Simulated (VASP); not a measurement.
Ca: single point with PBE

Ca:

```
Ca
1.0
     3.43174    0.00000    0.00000
    -1.71587    2.97197    0.00000
     0.00000    0.00000   11.28965
Ca
4
Direct
  0.00000 0.00000 0.00000
  0.00000 0.00000 0.50000
  0.33333 0.66667 0.25000
  0.66667 0.33333 0.75000
```

This cell differs from its parent crystal: volume scaled by 0.68.

```json
{
  "Program": "VASP 6.6.1",
  "Task": "single point",
  "Functional": "PBE",
  "Potentials or basis": "VASP PAW PBE potentials, release 64 (Ca_sv)",
  "Cutoff": "520 eV",
  "k mesh": "7 × 7 × 4",
  "Occupations": "fermi-dirac, width 0.1 eV",
  "Spin": "no spin polarisation",
  "Dipole correction": "no",
  "Further INCAR settings": "ALGO = Normal; EDIFF = 1e-06; NBANDS = 28"
}
```

```json
{
 "Pressure": "12.1 GPa",
 "Band gap on the k mesh": "zero (band 20 reaches 3.78 eV, above the bottom of band 21 at 3.73 eV)"
}
```

Stress tensor (GPa, compression positive):
```
12.03  0.00  0.00
 0.00 12.03  0.00
 0.00  0.00 12.26
```

Levels at points of the mesh, in eV from the Fermi level:
```csv
k point,band 18,band 19,band 20,band 21,band 22,band 23
"(0.00, 0.00, 0.00)",-3.28,-3.28,-1.23,0.35,1.56,1.58
"(0.00, 0.00, 0.50)",-4.28,-1.99,-1.99,0.79,0.79,2.36
```

Run time: 46 s on 1 thread of Intel(R) Xeon(R) Platinum 8488C (Sapphire Rapids), on a shared host, peak memory 0.26 GiB.
